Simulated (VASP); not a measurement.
Wanted: the native input for a VASP 6.6.1 run.

| Quantity | Value |
| --- | --- |
| Task | single point |
| Functional | PBE |
| Potentials or basis | VASP PAW PBE potentials, release 64 (Na_pv, F) |
| Cutoff | 520 eV |
| k mesh | 8 × 8 × 8 |
| Occupations | gaussian, width 0.05 eV |
| Spin | no spin polarisation |
| Dipole correction | no |
| Further INCAR settings | ALGO = Normal; EDIFF = 1e-06; NBANDS = 14 |

The structure of NaF lies in POSCAR:

```
NaF
1.0
    0.0000000000      2.0184830400      2.3233000000
    2.6281169600      0.0000000000      2.3233000000
    2.6281169600      2.0184830400      0.0000000000
Na F
1 1
Direct
    0.0000000000      0.0000000000      0.0000000000
    0.5000000000      0.5000000000      0.5000000000
```

This cell differs from its parent crystal: strain +0.1312 x Voigt [1, -1, 0, 0, 0, 0].

One way to write it, as run:

INCAR

```
SYSTEM = NaF
PREC = Accurate ; ENCUT = 520
EDIFF = 1E-6 ; ISMEAR = 0
SIGMA = 0.05 ; LREAL = .FALSE.
LASPH = .TRUE. ; NELM = 100
ALGO = Normal ; ISIF = 2
LWAVE = .FALSE. ; LCHARG = .TRUE.
GGA = PE ; LELF = .TRUE.
LVHAR = .TRUE. ; NBANDS = 14
```

KPOINTS

```
Automatic mesh
0
G
  8 8 8
  0 0 0
```

Potentials or basis: VASP PAW PBE potentials, release 64 (Na_pv, F).

The run is started by

```bash
$ cat potpaw_PBE.64/Na_pv/POTCAR potpaw_PBE.64/F/POTCAR > POTCAR
$ mpirun -np 1 vasp_std > vasp.out
```

It gave:

- Pressure: 10.1 GPa
- Band gap on the k mesh: 6.20 eV, direct

Caveat: the cell differs from its parent crystal (strain +0.1312 x Voigt [1, -1, 0, 0, 0, 0]).

Run time: 19 s on 1 thread of Intel(R) Xeon(R) Platinum 8488C (Sapphire Rapids), with other jobs on the host, peak memory 0.16 GiB.
